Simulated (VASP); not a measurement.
# B2F (P6/mmm) in VASP: notebook

Runs on B2F. Level: PBE. Tasks: single point, relaxation of cell and atoms.

All numbers are computed with VASP 6.6.1; they aren't measurements. Logs are shortened: lines on timing, memory, paths and dates and some standing lists are left out, and cuts for length are marked.

### 1 The cell of the first run

It takes space group P6/mmm (No. 191, hexagonal). Conventional cell: a = 3.042 Å, b = 3.042 Å, c = 3.548 Å, α = 90.00°, β = 90.00°, γ = 120.00°. B (site symmetry -6m2) has 3 B at 1.76 Å within 2.3 Å. Within 3.3 Å of F (site symmetry 6/mmm) lie 12 B at 2.50 Å and 6 F at 3.04 Å.

The cell was generated, and may not be a known phase.

### 2 Single point, PBE

Contents of INCAR:

```
PREC = Accurate
ENCUT = 520
EDIFF = 1E-6
ISMEAR = 0
SIGMA = 0.1
LREAL = False
LASPH = True
NELM = 80
ALGO = Normal
ISIF = 2
LWAVE = False
LCHARG = False
GGA = PE
NBANDS = 14
```

Contents of KPOINTS:

```
Automatic mesh
0
Gamma
  6 6 6
```

Contents of POSCAR:

```
B2F
1.0
    3.0423988500      0.0000000000      0.0000000000
   -1.5211994200      2.6347946900      0.0000000000
    0.0000000000      0.0000000000      3.5481789300
B F
2 1
Direct
    0.3333333300      0.6666666700      0.5000000000
    0.6666666700      0.3333333300      0.5000000000
    0.0000000000      0.0000000000      0.0000000000
```

Potentials or basis: VASP PAW PBE potentials, release 64 (B, F).

Started as:

```sh
$ cat potpaw_PBE.64/B/POTCAR potpaw_PBE.64/F/POTCAR > POTCAR
$ mpirun -np 1 vasp_std > vasp.out
```

OUTCAR:

```text
PREC = Accurate
   ENCUT = 520
   EDIFF = 1E-6
   ISMEAR = 0
   LREAL = False
   LASPH = True
   NELM = 80
   ISIF = 2
   GGA = PE

 ion  position               nearest neighbor table
   1  0.333  0.667  0.500-   2 1.76   2 1.76   2 1.76
   2  0.667  0.333  0.500-   1 1.76   1 1.76   1 1.76
   3  0.000  0.000  0.000-

  LATTYP: Found a hexagonal cell.
 ALAT       =     3.0423988500
 C/A-ratio  =     1.1662438441

  Lattice vectors:

 A1 = (   3.0423988500,   0.0000000000,   0.0000000000)
 A2 = (  -1.5211994200,   2.6347946900,   0.0000000000)
 A3 = (   0.0000000000,   0.0000000000,   3.5481789300)

Analysis of symmetry for initial positions (statically):
=====================================================================
 Subroutine PRICEL returns:
 Original cell was already a primitive cell.

 Routine SETGRP: Setting up the symmetry group for a
 hexagonal supercell.

 Subroutine GETGRP returns: Found 24 space group operations
 (whereof 24 operations were pure point group operations)
 out of a pool of 24 trial point group operations.

The static configuration has the point symmetry D_6h.

Analysis of symmetry for dynamics (positions and initial velocities):
=====================================================================
 Subroutine PRICEL returns:
 Original cell was already a primitive cell.

 Routine SETGRP: Setting up the symmetry group for a
 hexagonal supercell.

 Subroutine GETGRP returns: Found 24 space group operations
 (whereof 24 operations were pure point group operations)
 out of a pool of 24 trial point group operations.

The dynamic configuration has the point symmetry D_6h.

 Subroutine INISYM returns: Found 24 space group operations
 (whereof 24 operations are pure point group operations),
 and found     1 'primitive' translations

----------------------------------------------------------------------------------------

                                     Primitive cell

  volume of cell :      28.4425

  direct lattice vectors                    reciprocal lattice vectors
     3.042398850  0.000000000  0.000000000     0.328688002  0.189768106  0.000000000
    -1.521199420  2.634794690  0.000000000     0.000000000  0.379536214  0.000000000
     0.000000000  0.000000000  3.548178930     0.000000000  0.000000000  0.281834716

  length of vectors
     3.042398850  3.042398845  3.548178930     0.379536213  0.379536214  0.281834716

  position of ions in fractional coordinates (direct lattice)
     0.333333330  0.666666670  0.500000000
     0.666666670  0.333333330  0.500000000
     0.000000000  0.000000000  0.000000000

  ion indices of the primitive-cell ions
   primitive index   ion index
                 1           1
                 2           2
                 3           3

----------------------------------------------------------------------------------------

 KPOINTS: Automatic mesh

Automatic generation of k-mesh.
 Grid dimensions read from file:
 generate k-points for:    6    6    6

 Generating k-lattice:

  Cartesian coordinates                     Fractional coordinates (reciprocal lattice)
     0.054781334  0.031628018  0.000000000     0.166666667  0.000000000  0.000000000
     0.000000000  0.063256036  0.000000000     0.000000000  0.166666667  0.000000000
     0.000000000  0.000000000  0.046972453     0.000000000  0.000000000  0.166666667

  Length of vectors
     0.063256035  0.063256036  0.046972453

  Shift w.r.t. Gamma in fractional coordinates (k-lattice)
     0.000000000  0.000000000  0.000000000

 Subroutine IBZKPT returns following result:
 ===========================================

 Found     28 irreducible k-points:

 Following reciprocal coordinates:
            Coordinates               Weight
  0.000000  0.000000  0.000000      1.000000
  0.166667  0.000000  0.000000      6.000000
  0.333333  0.000000  0.000000      6.000000
  0.500000 -0.000000  0.000000      3.000000
  0.166667  0.166667  0.000000      6.000000
  0.333333  0.166667  0.000000     12.000000
[... 16 lines left out ...]
  0.166667  0.000000  0.500000      6.000000
  0.333333  0.000000  0.500000      6.000000
 [... further k-points ...]
   k-points           NKPTS =     28   k-points in BZ     NKDIM =     28   number of bands    NBANDS=     14
   number of dos      NEDOS =    301   number of ions     NIONS =      3
   total plane-waves  NPLWV =  16128
   dimension x,y,z NGX =    24 NGY =   24 NGZ =   28
   dimension x,y,z NGXF=    48 NGYF=   48 NGZF=   56
   ions per type =               2   1
   NGX,Y,Z   is equivalent  to a cutoff of  13.11, 13.11, 13.12 a.u.
   NGXF,Y,Z  is equivalent  to a cutoff of  26.23, 26.23, 26.24 a.u.
 SYSTEM =  unknown system
   PREC   = accura    normal or accurate (medium, high low for compatibility)
   ISTART =      0    job   : 0-new  1-cont  2-samecut
   ICHARG =      2    charge: 1-file 2-atom 10-const
   ISPIN  =      1    spin polarized calculation?
   LNONCOLLINEAR =      F non collinear calculations
   LSORBIT =      F    spin-orbit coupling
   LASPH  =      T    aspherical Exc in radial PAW
   ENCUT  =  520.0 eV  38.22 Ry    6.18 a.u.   5.66  5.66  6.60*2*pi/ulx,y,z
   NELM   =     80;   NELMIN=  2; NELMDL= -5     # of ELM steps
   EDIFF  = 0.1E-05   stopping-criterion for ELM
   LREAL  =      F    real-space projection
   EDIFFG = 0.1E-04   stopping-criterion for IOM
   NSW    =      0    number of steps for IOM
   IBRION =     -1    ionic relax: 0-MD 1-quasi-New 2-CG
   NFREE  =      0    steps in history (QN), initial steepest desc. (CG)
   ISIF   =      2    stress and relaxation
   ISYM   =      2    0-nonsym 1-usesym 2-fastsym
   POTIM  = 0.5000    time-step for ionic-motion
   TEBEG  =    0.0;   TEEND  =   0.0 temperature during run
   PSTRESS=    0.0 pullay stress
   NELECT =      13.0000    total number of electrons
   NUPDOWN=      -1.0000    fix difference up-down
   EMIN   =  10.00;   EMAX   =-10.00  energy-range for DOS
   EFERMI =   0.00;   METHOD = LEGACY
   ISMEAR =     0;   SIGMA  =   0.10  broadening in eV -4-tet -1-fermi 0-gaus
   EFERMI_NEDOS =   21; number of points for ismear=-14 and -15
   IALGO  =     38    algorithm
   IMIX   =      4    mixing-type and parameters
     AMIX     =   0.40;   BMIX     =  1.00
     AMIX_MAG =   1.60;   BMIX_MAG =  1.00
  volume/ion in A,a.u.               =       9.48        63.98
  Fermi-wavevector in a.u.,A,eV,Ry     =   1.261052  2.383044 21.636708  1.590253
  Thomas-Fermi vector in A             =   2.394531
   LORBIT       =      0    0 simple, 1 ext, 2 COOP (PROOUT), +10 PAW based schemes
   GGA     = PE    functional components
   LHFCALC =     F    Hartree Fock is set to
   AEXX    =    0.0000 exact exchange contribution
   IVDW    =     0    specifies the selected vdW correction
   LEPSILON=     F    determine dielectric tensor
   LRPA    =     F    only Hartree local field effects (RPA)
 non-spin polarized calculation
 Gauss-broadening in eV      SIGMA  =   0.10
  energy-cutoff  :      520.00
  volume of cell :       28.44
 maximum number of plane-waves:       793
 NGX is ok and might be reduce to    24
   NGX = 11   NGY = 11   NGZ = 13

 number of electron      13.0000012 magnetization

 Free energy of the ion-electron system (eV)
  ---------------------------------------------------
  ext. energy  EPLUGINS =         0.00000000
  ---------------------------------------------------
  free energy    TOTEN  =       -13.88455831 eV

  energy without entropy =      -13.87576340  energy(sigma->0) =      -13.88016085

 E-fermi :   1.8059     XC(G=0): -10.5207

 val. band max:        1.8023481662   @ k =   0.3333   0.3333   0.5000
 cond. band min:       1.8364610861   @ k =   0.5000  -0.0000   0.1667
 fundamental gap:      0.0341129199
 Fermi energy:         1.8059205210

 k-point     1 :       0.0000    0.0000    0.0000
  band No.  band energies     occupation
      1     -20.1602      2.00000
      2      -7.3191      2.00000
      3      -2.7791      2.00000
      4      -0.7604      2.00000
      5      -0.7604      2.00000
      6       3.1865      0.00000
      7       3.1865      0.00000
      8       4.4370      0.00000
      9      11.2913      0.00000
     10      11.2913      0.00000
     11      11.7593      0.00000
     12      12.6463      0.00000
     13      13.4495      0.00000
     14      21.7209      0.00000

 k-point     2 :       0.1667    0.0000    0.0000
  band No.  band energies     occupation
      1     -20.0779      2.00000
      2      -7.0768      2.00000
      3      -2.4845      2.00000
      4      -1.1836      2.00000
      5      -1.0006      2.00000
      6       1.9992      0.00628
      7       2.7963      0.00000
      8       4.3960      0.00000
      9      10.6565      0.00000
     10      12.1345      0.00000
     11      12.7938      0.00000
     12      12.9583      0.00000
     13      13.9575      0.00000
     14      22.6263      0.00000

 k-point     3 :       0.3333    0.0000    0.0000
  band No.  band energies     occupation
      1     -19.9093      2.00000
      2      -6.4071      2.00000
      3      -2.3637      2.00000
      4      -1.8090      2.00000
      5      -1.4648      2.00000
      6       0.4392      2.00000
      7       2.2557      0.00000
      8       4.3996      0.00000
      9       9.6489      0.00000
     10       9.7948      0.00000
     11      14.7931      0.00000
     12      16.2012      0.00000
     13      16.7342      0.00000
     14      21.4731      0.00000
[... 324 lines left out ...]
 k-point    23 :       0.1667    0.0000    0.5000
  band No.  band energies     occupation
      1     -19.9790      2.00000
      2      -7.9922      2.00000
      3      -1.6574      2.00000
      4      -0.7346      2.00000
      5       0.1327      2.00000
      6       1.8942      0.21193
      7       2.0769      0.00013
      8       2.5582      0.00000
      9      10.7361      0.00000
     10      11.0139      0.00000
     11      12.4173      0.00000
     12      14.5933      0.00000
     13      18.7480      0.00000
     14      20.3852      0.00000

 k-point    24 :       0.3333    0.0000    0.5000
  band No.  band energies     occupation
      1     -19.8326      2.00000
      2      -6.6904      2.00000
      3      -2.6963      2.00000
      4      -1.8728      2.00000
      5      -0.9043      2.00000
      6       0.8416      2.00000
      7       1.4692      2.00000
      8       3.9484      0.00000
      9       8.1361      0.00000
     10      10.9583      0.00000
     11      16.1185      0.00000
     12      17.2481      0.00000
     13      20.3056      0.00000
     14      20.5443      0.00000

 [... further k-points ...]
[... 5 lines left out ...]
  --------------------------------------------------------------------------------------
  -------------------------------------------------------------------------------------
  Total       -1.7530782     -1.7530782      2.3843897     -0.0000000      0.0000000      0.0000000
  in kB      -98.7514362    -98.7514361    134.3134112     -0.0000002      0.0000000      0.0000000
  external PRESSURE =     -21.0631537 kB  Pullay stress =       0.0000000 kB

 VOLUME and BASIS-vectors are now :
 -----------------------------------------------------------------------------
  energy-cutoff  :      520.00
  volume of cell :       28.44
      direct lattice vectors                 reciprocal lattice vectors
     3.042398850  0.000000000  0.000000000     0.328688002  0.189768106  0.000000000
    -1.521199420  2.634794690  0.000000000     0.000000000  0.379536214  0.000000000
     0.000000000  0.000000000  3.548178930     0.000000000  0.000000000  0.281834716

 POSITION                                       TOTAL-FORCE (eV/Angst)
 -----------------------------------------------------------------------------------
     -0.00000      1.75653      1.77409        -0.000000      0.000000      0.000000
      1.52120      0.87826      1.77409         0.000000      0.000000     -0.000000
      0.00000      0.00000      0.00000         0.000000      0.000000      0.000000
 -----------------------------------------------------------------------------------
    total drift:                                0.000000     -0.000000     -0.000000

  FREE ENERGIE OF THE ION-ELECTRON SYSTEM (eV)
  ---------------------------------------------------
  free  energy   TOTEN  =       -13.8845583078 eV

  energy  without entropy=      -13.8757634011  energy(sigma->0) =      -13.88016085
```

Wall time 5.3 s (1 thread of Intel Xeon Platinum 8559C (Emerald Rapids), shared host); peak memory 0.14 GiB.

What came out:

| Item | Value |
| --- | --- |
| Free energy | -13.8846 eV |
| Pressure | -2.1 GPa |
| Band gap on the k mesh | zero (an odd number of electrons rules out a gap without spin polarisation) |

Stress tensor (GPa, compression positive):
```
-9.88  0.00  0.00
 0.00 -9.88  0.00
 0.00  0.00 13.43
```

Levels at points of the mesh, in eV from the Fermi level:
| k point | band 4 | band 5 | band 6 | band 7 | band 8 | band 9 |
| --- | --- | --- | --- | --- | --- | --- |
| (0.00, 0.00, 0.00) | -2.57 | -2.57 | 1.38 | 1.38 | 2.63 | 9.49 |
| (0.50, 0.00, 0.00) | -3.49 | -3.22 | -1.87 | 0.25 | 2.69 | 6.56 |
| (0.00, 0.00, 0.50) | -2.45 | -1.41 | -1.00 | 1.53 | 1.53 | 8.88 |
| (0.50, 0.00, 0.50) | -4.89 | -2.79 | -1.07 | -0.76 | 3.92 | 4.30 |

Caveat: the k points lie up to 0.40 Å⁻¹ apart, too coarse for converged energies and pressures of a metal; an odd number of electrons without spin polarisation forces a metal; a magnetic or distorted state may lie lower.

### 3 Single point, PBE

This run uses another cell than the first one, of 9.63 Å³/atom.

Contents of INCAR:

```
PREC = Accurate
ENCUT = 520
EDIFF = 1E-6
ISMEAR = 0
SIGMA = 0.1
LREAL = F
LASPH = T
NELM = 60
ALGO = Normal
ISIF = 2
LWAVE = F
LCHARG = F
GGA = PE
NBANDS = 14
```

Contents of KPOINTS:

```
regular mesh
0
Gamma
  6 6 6
```

Contents of POSCAR:

```
B2F
1.0
    2.9547007010     -0.0000000028      0.0000000000
   -1.4773503481      2.5588458691      0.0000000000
    0.0000000000      0.0000000000      3.8212338823
B F
2 1
Direct
    0.3333333333      0.6666666667      0.5000000000
    0.6666666667      0.3333333333      0.5000000000
    0.0000000000      0.0000000000      0.0000000000
```

Potentials or basis: VASP PAW PBE potentials, release 64 (B, F).

Started as:

```sh
$ cat potpaw_PBE.64/B/POTCAR potpaw_PBE.64/F/POTCAR > POTCAR
$ mpirun -np 1 vasp_std > vasp.out
```

Run time: 6.3 s. Hardware: 1 thread of Intel Xeon Platinum 8559C (Emerald Rapids), shared host; peak memory 0.13 GiB.

The run converged. Its results:

```yaml
Free_energy: -14.0314 eV
Pressure: -0.1 GPa
Band_gap_on_the_k_mesh: zero (an odd number of electrons rules out a gap without spin polarisation)
```

Stress tensor (GPa, compression positive):
```
-0.12  0.00  0.00
 0.00 -0.12  0.00
 0.00  0.00  0.04
```

Levels at points of the mesh, in eV from the Fermi level:
| k point | band 3 | band 4 | band 5 | band 6 | band 7 | band 8 | band 9 | band 10 | band 11 | band 12 |
| --- | --- | --- | --- | --- | --- | --- | --- | --- | --- | --- |
| (0.00, 0.00, 0.00) | -4.45 | -1.72 | -1.72 | 1.68 | 1.68 | 2.39 | 9.89 | 9.89 | 10.28 | 12.47 |
| (0.50, 0.00, 0.00) | -5.32 | -2.75 | -2.63 | -1.94 | 0.11 | 2.50 | 6.62 | 8.50 | 15.02 | 16.25 |
| (0.00, 0.00, 0.50) | -1.65 | -1.65 | -1.31 | -0.95 | 1.75 | 1.75 | 9.50 | 9.50 | 11.89 | 13.22 |
| (0.50, 0.00, 0.50) | -6.17 | -4.16 | -2.02 | -1.02 | -0.72 | 3.95 | 4.95 | 9.51 | 17.97 | 18.31 |

Caveat: the k points lie up to 0.41 Å⁻¹ apart, too coarse for converged energies and pressures of a metal; an odd number of electrons without spin polarisation forces a metal; a magnetic or distorted state may lie lower.

[end of part 1 of 2]

The gap in the log of VASP goes by the Fermi energy; the results here count the filled bands.